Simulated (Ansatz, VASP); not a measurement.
## One calculation of Si, two programs

```
Si
1.0
    -3.25175    3.25175    1.85111
     3.25175   -3.25175    1.85111
     3.25175    3.25175   -1.85111
Si
4
Direct
  0.17884 0.17884 0.35769
  0.82116 0.82116 0.64231
  0.17884 0.82116 0.00000
  0.82116 0.17884 0.00000
```

Change from the starting cell: strain -0.015 along x and y, -0.030 along z, atoms carried along.

Alike in both runs: task single point; functional LDA; k mesh 10 × 10 × 10; occupations gaussian, width 0.03 eV; no spin polarisation.

```csv
,VASP,Ansatz
version,VASP 6.6.1,Ansatz 0.2.0
potentials or method,"VASP PAW LDA potentials, release 64 (Si), cutoff 520 eV","scalar-relativistic, plane waves, PAW"
valence electrons in the cell,16,16
```

|  | VASP | Ansatz | Ansatz less VASP |
| --- | --- | --- | --- |
| gap on the k mesh at the Fermi level (eV) | 0.03 | 0.04 | +0.006 |
| least direct gap on the mesh (eV) | 0.38 | 0.38 | +0.002 |
| pressure (GPa) | 6.3 | 6.2 | -0.06 |
| traceless stress, the component that is largest in VASP (GPa) | 2.39 | 2.39 | -0.002 |
| rms of the force components (eV/Å) | 0.077 | 0.078 | +0.0012 |

LDA's correlation is that of Perdew and Zunger in VASP and of Perdew and Wang (1992) in Ansatz. Atom by atom the forces differ by 0.001 eV/Å (rms over components).
